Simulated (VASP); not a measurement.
Set up this calculation in VASP 6.6.1, as the native input.

```yaml
Task: single point
Functional: PBE
Potentials_or_basis: VASP PAW PBE potentials, release 64 (K_sv, I)
Cutoff: 520 eV
k_mesh: 4 × 4 × 4
Occupations: gaussian, width 0.01 eV
Spin: no spin polarisation
Dipole_correction: no
Further_INCAR_settings: ALGO = Normal; EDIFF = 1e-06; NBANDS = 15
```

The structure of KI lies in POSCAR:

```
KI
1.0
    4.1429973522      0.0000000000      0.0000000000
    0.0000000000      4.1429973522      0.0000000000
    0.0000000000      0.0000000000      4.1429973522
K I
1 1
Direct
    0.0000000000      0.0000000000      0.0000000000
    0.5000000000      0.5000000000      0.5000000000
```

This cell differs from its parent crystal: volume changed by -10%.

These files were run (other wordings do the same):

INCAR

```
  PREC = Accurate
  ENCUT = 520
  EDIFF = 1E-6
  ISMEAR = 0
  SIGMA = 0.01
  LREAL = F
  LASPH = T
  NELM = 80
  ALGO = Normal
  ISIF = 2
  LWAVE = F
  LCHARG = F
  GGA = PE
  NBANDS = 15
```

KPOINTS

```
regular mesh
0
Gamma
  4 4 4
```

Potentials or basis: VASP PAW PBE potentials, release 64 (K_sv, I).

The run is started by

```console
$ cat potpaw_PBE.64/K_sv/POTCAR potpaw_PBE.64/I/POTCAR > POTCAR
$ mpirun -np 1 vasp_std > vasp.out
```

Results of the run:

- Pressure: 2.6 GPa
- Band gap on the k mesh: 3.62 eV, indirect (least direct gap 3.79 eV)

Caveat: spin-orbit coupling is left out, which moves the levels of the heavy elements.

Wall time 4.6 s on 1 thread of Intel(R) Xeon(R) 6975P-C (Granite Rapids), with other jobs on the host, peak memory 0.17 GiB.
